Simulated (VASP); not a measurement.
# PdPt (R-3m) in VASP: single point with LDA

Aim: the single point of PdPt with LDA.

All numbers are computed with VASP 6.6.1; they aren't measurements. Logs are shortened: lines on timing, memory, paths and dates and some standing lists are left out, and cuts for length are marked.

### Step 1. The cell of the first run

Symmetry: R-3m, No. 166, trigonal system. The conventional cell has a = 2.767 Å, b = 2.767 Å, c = 13.681 Å, α = 90.00°, β = 90.00°, γ = 120.00°. Pd (site symmetry -3m) has 6 Pd at 2.77 Å and 6 Pt at 2.78 Å within 3.6 Å. Pt (site symmetry -3m) has 6 Pt at 2.77 Å and 6 Pd at 2.78 Å within 3.6 Å.

### Step 2. Single point, LDA

Contents of INCAR:

```
SYSTEM = PdPt
PREC = Accurate ; ENCUT = 520
EDIFF = 1E-7 ; ISMEAR = 0
SIGMA = 0.1 ; LREAL = .False.
LASPH = .True. ; NELM = 100
ALGO = Normal ; ISIF = 2
LWAVE = .False. ; LCHARG = .False.
GGA = CA ; NBANDS = 17
```

Contents of KPOINTS:

```
regular mesh
0
Gamma
  9 9 9
  0 0 0
```

Contents of POSCAR:

```
PdPt
1.0
    1.3834010000      0.7987070000      4.5603670000
   -1.3834010000      0.7987070000      4.5603670000
    0.0000000000     -1.5974140000      4.5603670000
Pd Pt
1 1
Direct
    0.0000000000      0.0000000000      0.0000000000
    0.5000000000      0.5000000000      0.5000000000
```

Potentials or basis: VASP PAW LDA potentials, release 64 (Pd, Pt).

Run with:

```sh
$ cat potpaw_LDA.64/Pd/POTCAR potpaw_LDA.64/Pt/POTCAR > POTCAR
$ mpirun -np 1 vasp_std > vasp.out
```

OUTCAR:

```text
SYSTEM = PdPt
   PREC = Accurate
   ENCUT = 520
   EDIFF = 1E-7
   ISMEAR = 0
   LREAL = .False.
   LASPH = .True.
   NELM = 100
   ISIF = 2
   GGA = CA

 ion  position               nearest neighbor table
   1  0.000  0.000  0.000-   2 2.78   2 2.78   2 2.78   2 2.78   2 2.78   2 2.78
   2  0.500  0.500  0.500-   1 2.78   1 2.78   1 2.78   1 2.78   1 2.78   1 2.78

  LATTYP: Found a trigonal (rhomboedric) cell.
 ALAT       =     4.8320470169
 COS(alpha) =     0.8360679349

  Lattice vectors:

 A1 = (   1.3834010000,   0.7987070000,   4.5603670000)
 A2 = (  -1.3834010000,   0.7987070000,   4.5603670000)
 A3 = (   0.0000000000,  -1.5974140000,   4.5603670000)

Analysis of symmetry for initial positions (statically):
=====================================================================
 Subroutine PRICEL returns:
 Original cell was already a primitive cell.

 Routine SETGRP: Setting up the symmetry group for a
 trigonal (rhombohedral) supercell.

 Subroutine GETGRP returns: Found 12 space group operations
 (whereof 12 operations were pure point group operations)
 out of a pool of 12 trial point group operations.

The static configuration has the point symmetry D_3d.

Analysis of symmetry for dynamics (positions and initial velocities):
=====================================================================
 Subroutine PRICEL returns:
 Original cell was already a primitive cell.

 Routine SETGRP: Setting up the symmetry group for a
 trigonal (rhombohedral) supercell.

 Subroutine GETGRP returns: Found 12 space group operations
 (whereof 12 operations were pure point group operations)
 out of a pool of 12 trial point group operations.

The dynamic configuration has the point symmetry D_3d.

 Subroutine INISYM returns: Found 12 space group operations
 (whereof 12 operations are pure point group operations),
 and found     1 'primitive' translations

----------------------------------------------------------------------------------------

                                     Primitive cell

  volume of cell :      30.2334

  direct lattice vectors                    reciprocal lattice vectors
     1.383401000  0.798707000  4.560367000     0.361428104  0.208670597  0.073093532
    -1.383401000  0.798707000  4.560367000    -0.361428104  0.208670597  0.073093532
     0.000000000 -1.597414000  4.560367000     0.000000000 -0.417341194  0.073093532

  length of vectors
     4.832047017  4.832047017  4.832047047     0.423693706  0.423693706  0.423693683
[... 80 lines left out ...]
   NELM   =    100;   NELMIN=  2; NELMDL= -5     # of ELM steps
   EDIFF  = 0.1E-06   stopping-criterion for ELM
   LREAL  =      F    real-space projection
   EDIFFG = 0.1E-05   stopping-criterion for IOM
   NSW    =      0    number of steps for IOM
   IBRION =     -1    ionic relax: 0-MD 1-quasi-New 2-CG
   NFREE  =      0    steps in history (QN), initial steepest desc. (CG)
   ISIF   =      2    stress and relaxation
   ISYM   =      2    0-nonsym 1-usesym 2-fastsym
   POTIM  = 0.5000    time-step for ionic-motion
   TEBEG  =    0.0;   TEEND  =   0.0 temperature during run
   PSTRESS=    0.0 pullay stress
   NELECT =      20.0000    total number of electrons
   NUPDOWN=      -1.0000    fix difference up-down
   EMIN   =  10.00;   EMAX   =-10.00  energy-range for DOS
   EFERMI =   0.00;   METHOD = LEGACY
   ISMEAR =     0;   SIGMA  =   0.10  broadening in eV -4-tet -1-fermi 0-gaus
   EFERMI_NEDOS =   21; number of points for ismear=-14 and -15
   IALGO  =     38    algorithm
   IMIX   =      4    mixing-type and parameters
     AMIX     =   0.40;   BMIX     =  1.00
     AMIX_MAG =   1.60;   BMIX_MAG =  1.00
  volume/ion in A,a.u.               =      15.12       102.01
  Fermi-wavevector in a.u.,A,eV,Ry     =   1.426448  2.695596 27.684509  2.034754
  Thomas-Fermi vector in A             =   2.546724
   LORBIT       =      0    0 simple, 1 ext, 2 COOP (PROOUT), +10 PAW based schemes
   GGA     = CA    functional components
   LHFCALC =     F    Hartree Fock is set to
   AEXX    =    0.0000 exact exchange contribution
   IVDW    =     0    specifies the selected vdW correction
   LEPSILON=     F    determine dielectric tensor
   LRPA    =     F    only Hartree local field effects (RPA)
 non-spin polarized calculation
 Gauss-broadening in eV      SIGMA  =   0.10
  energy-cutoff  :      520.00
  volume of cell :       30.23
 maximum number of plane-waves:       828
   NGX = 17   NGY = 17   NGZ = 17

 number of electron      19.9999999 magnetization

 Free energy of the ion-electron system (eV)
  ---------------------------------------------------
  ext. energy  EPLUGINS =         0.00000000
  ---------------------------------------------------
  free energy    TOTEN  =       -14.07266321 eV

  energy without entropy =      -14.05608251  energy(sigma->0) =      -14.06437286

 E-fermi :  10.1021     XC(G=0): -13.5274

 val. band max:       10.0928370362   @ k =   0.2222   0.2222   0.1111
 cond. band min:      10.1090829172   @ k =   0.0000   0.0000   0.0000
 fundamental gap:      0.0162458811
 Fermi energy:        10.1020583884

 k-point     1 :       0.0000    0.0000    0.0000
  band No.  band energies     occupation
      1       1.2051      2.00000
      2       4.0373      2.00000
      3       6.5763      2.00000
      4       6.5763      2.00000
      5       6.8443      2.00000
      6       7.1136      2.00000
[... 457 lines left out ...]
      4       6.8518      2.00000
      5       6.9101      2.00000
      6       9.7849      1.99999
[... 9 lines left out ...]
     16      22.6136      0.00000
     17      25.5487      0.00000

 [... further k-points ...]

------------------------ aborting loop because EDIFF is reached ----------------------------------------

  FORCE on cell =-STRESS in cart. coord.  units (eV):
  Direction    XX          YY          ZZ          XY          YZ          ZX
  --------------------------------------------------------------------------------------
  -------------------------------------------------------------------------------------
  Total       -2.0407694     -2.0407697     -2.1900895      0.0000000      0.0000000      0.0000000
  in kB     -108.1478535   -108.1478699   -116.0608725      0.0000000      0.0000000      0.0000000
  external PRESSURE =    -110.7855320 kB  Pullay stress =       0.0000000 kB

 VOLUME and BASIS-vectors are now :
 -----------------------------------------------------------------------------
  energy-cutoff  :      520.00
  volume of cell :       30.23
      direct lattice vectors                 reciprocal lattice vectors
     1.383401000  0.798707000  4.560367000     0.361428104  0.208670597  0.073093532
    -1.383401000  0.798707000  4.560367000    -0.361428104  0.208670597  0.073093532
     0.000000000 -1.597414000  4.560367000     0.000000000 -0.417341194  0.073093532

 POSITION                                       TOTAL-FORCE (eV/Angst)
 -----------------------------------------------------------------------------------
      0.00000      0.00000      0.00000        -0.000000      0.000000      0.000000
      0.00000      0.00000      6.84055         0.000000      0.000000     -0.000000
 -----------------------------------------------------------------------------------
    total drift:                                0.000000     -0.000000      0.000000

  FREE ENERGIE OF THE ION-ELECTRON SYSTEM (eV)
  ---------------------------------------------------
  free  energy   TOTEN  =       -14.0726632087 eV

  energy  without entropy=      -14.0560825070  energy(sigma->0) =      -14.06437286
```

It took 79 s on 1 thread of Intel Xeon 6975P-C (Granite Rapids), shared host; peak memory 0.2 GiB.

What came out:

```yaml
Free_energy: -14.0727 eV
Pressure: -11.1 GPa
Band_gap_on_the_k_mesh: zero (band 10 reaches 10.44 eV, above the bottom of band 11 at 9.09 eV)
```

Levels at points of the mesh, in eV from the Fermi level:
```tsv
k point	band 6	band 7	band 8	band 9	band 10	band 11	band 12	band 13	band 14	band 15
(0.00, 0.00, 0.00)	-2.99	-2.99	-1.36	-1.36	0.01	0.01	0.20	6.40	15.09	16.12
```

Caveat: spin-orbit coupling is left out, which moves the levels of the heavy elements.
